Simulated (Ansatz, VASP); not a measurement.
## Two plane-wave programs on NiO2

```
Ni O
1.0
     1.40213    0.80952    6.97429
    -1.40213    0.80952    6.97429
     0.00000   -1.61904    6.97429
Ni O
1 2
Direct
  0.00000 0.00000 0.00000
  0.62121 0.62121 0.62121
  0.37879 0.37879 0.37879
```

Alike in both runs: task single point; functional LDA; k mesh 4 × 4 × 4; occupations fermi-dirac, width 0.1 eV; collinear spin; Hubbard terms Ni d U = 5.0 eV.

|  | VASP | Ansatz |
| --- | --- | --- |
| version | VASP 6.6.1 | Ansatz 0.2.0 |
| potentials or method | VASP PAW LDA potentials, release 64 (Ni_sv_GW, O), cutoff 700 eV | plane waves, PAW |
| valence electrons in the cell | 30 | 30 |

Ansatz gave:

- pressure (GPa): -7.3
- traceless stress, the component that is largest in VASP (GPa): 2.19
- rms of the force components (eV/Å): 0.374
- net moment per atom (μB): 0.00

Problem. Which values does VASP return?

Solution. Pressure (GPa): -8.4; traceless stress, the component that is largest in VASP (GPa): 2.20; rms of the force components (eV/Å): 0.407; net moment per atom (μB): 0.00.

LDA's correlation is that of Perdew and Zunger in VASP and of Perdew and Wang (1992) in Ansatz. The programs project onto different local orbitals, so the same U acts differently, and such runs can settle in different states. Atom by atom the forces differ by 0.034 eV/Å (rms over components). Ansatz's warnings: seeded moment not kept.

The k mesh is coarse, so the values compare programs but aren't converged.
